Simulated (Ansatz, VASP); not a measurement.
## GaN: VASP beside Ansatz

INCAR

```
ALGO = Normal
EDIFF = 1E-6
ENCUT = 520
GGA = PE
ISIF = 2
ISMEAR = 0
LASPH = True
LCHARG = False
LREAL = False
LWAVE = False
NBANDS = 16
NELM = 60
PREC = Accurate
SIGMA = 0.05
```

File KPOINTS:

```
k-points
0
Gamma
  10 10 10
```

File POSCAR:

```
GaN
1.0
    0.0000000000      2.2060113380      2.3083520702
    2.2060113380      0.0000000000      2.3083520702
    2.2060113380      2.2060113380      0.0000000000
Ga N
1 1
Direct
    0.0000000000      0.0000000000      0.0000000000
    0.7500000000      0.7500000000      0.7500000000
```

Input for Ansatz:

```yaml
crystal:
  lattice:
    - [0.0, 2.206011338, 2.3083520702]
    - [2.206011338, 0.0, 2.3083520702]
    - [2.206011338, 2.206011338, 0.0]
  atoms:
    - { symbol: Ga, position: [0.0, 0.0, 0.0] }
    - { symbol: "N", position: [0.75, 0.75, 0.75] }
basis:
  ecutwfc: 420
kpoints:
  mp_grid: { grid: [10, 10, 10] }
hamiltonian:
  xc: pbe
scf:
  occupations: { method: gaussian, width: 0.05 }
output:
  forces: true
  stress: true
  eigenvalues: true
```

Change from the starting cell: strain -0.030 along x and y, +0.015 along z, atoms carried along.

Alike in both runs: task single point; functional PBE; k mesh 10 × 10 × 10; occupations gaussian, width 0.05 eV; no spin polarisation.

|  | VASP | Ansatz |
| --- | --- | --- |
| version | VASP 6.6.1 | Ansatz 0.2.0 |
| potentials or method | VASP PAW PBE potentials, release 64 (Ga_d, N), cutoff 520 eV | scalar-relativistic, plane waves, PAW |
| valence electrons in the cell | 18 | 18 |

```csv
,VASP,Ansatz,Ansatz less VASP
gap on the k mesh at the Fermi level (eV),1.76,1.75,-0.009
least direct gap on the mesh (eV),1.76,1.75,-0.009
pressure (GPa),8.7,8.6,-0.04
"traceless stress, the component that is largest in VASP (GPa)",-4.03,-4.01,+0.015
```
